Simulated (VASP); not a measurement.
Wanted: the native input for a VASP 6.6.1 run.

- Task: single point
- Functional: PBE
- Potentials or basis: VASP PAW PBE potentials, release 64 (Al, Fe, Co)
- Cutoff: 520 eV
- k mesh: 12 × 12 × 8
- Occupations: gaussian, width 0.1 eV
- Spin: no spin polarisation
- Dipole correction: no
- Further INCAR settings: ALGO = Fast; EDIFF = 1e-06; NBANDS = 26

The structure of Al3FeCo2 lies in POSCAR:

```
Al3FeCo2
1.0
    4.1183477020      0.0000000000      0.0000000000
   -2.0591738510      3.5665937316      0.0000000000
    0.0000000000      0.0000000000      5.0408792945
Al Fe Co
3 1 2
Direct
    0.0000000000      0.0000000000      0.0000000000
    0.6666666667      0.3333333333      0.3343567140
    0.3333333333      0.6666666667      0.6656432860
    0.0000000000      0.0000000000      0.5000000000
    0.3333333333      0.6666666667      0.1655704377
    0.6666666667      0.3333333333      0.8344295623
```

These files were run (other wordings do the same):

INCAR

```
  ALGO = Fast
  EDIFF = 1E-6
  ENCUT = 520
  GGA = PE
  ISIF = 2
  ISMEAR = 0
  LASPH = True
  LCHARG = False
  LREAL = False
  LWAVE = False
  NBANDS = 26
  NELM = 80
  PREC = Accurate
  SIGMA = 0.1
```

KPOINTS

```
k-points
0
Gamma
  12 12 8
```

Potentials or basis: VASP PAW PBE potentials, release 64 (Al, Fe, Co).

Launch:

```sh
$ cat potpaw_PBE.64/Al/POTCAR potpaw_PBE.64/Fe/POTCAR potpaw_PBE.64/Co/POTCAR > POTCAR
$ mpirun -np 1 vasp_std > vasp.out
```

It gave:

```yaml
Pressure: -9.4 GPa
Largest_force: 0.004 eV/Å
Band_gap_on_the_k_mesh: zero (an odd number of electrons rules out a gap without spin polarisation)
```

Caveat: the cell stands under tension; the run has no spin polarisation, though such a crystal can be magnetic.

Run time: 6.7 min on 1 thread of Intel Xeon 8259CL (shared host), peak memory 0.39 GiB.
